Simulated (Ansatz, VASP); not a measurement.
**ZrC: VASP beside Ansatz**

```
CELL_PARAMETERS angstrom
0.00000 2.35021 2.27970
2.35021 0.00000 2.27970
2.35021 2.35021 0.00000
ATOMIC_POSITIONS crystal
Zr 0.50000 0.50000 0.50000
C 0.00000 0.00000 0.00000
```

Change from the starting cell: zz strain of -3 %.

Alike in both runs: task single point; functional PBE; k mesh 15 × 15 × 15; occupations fermi-dirac, width 0.05 eV; no spin polarisation.

```csv
,VASP,Ansatz
version,VASP 6.6.1,Ansatz 0.2.0
potentials or method,"VASP PAW PBE potentials, release 64 (Zr_sv, C), cutoff 520 eV","all-electron LAPW, scalar-relativistic"
```

Ansatz gave:

```
pressure (GPa)                                                : 9.0
traceless stress, the component that is largest in VASP (GPa) : 8.78
```

Task: What did VASP give for the same quantities?

Result: Pressure (GPa): 9.2; traceless stress, the component that is largest in VASP (GPa): 8.82.

Ansatz ran all-electron here, and VASP with PAW potentials.
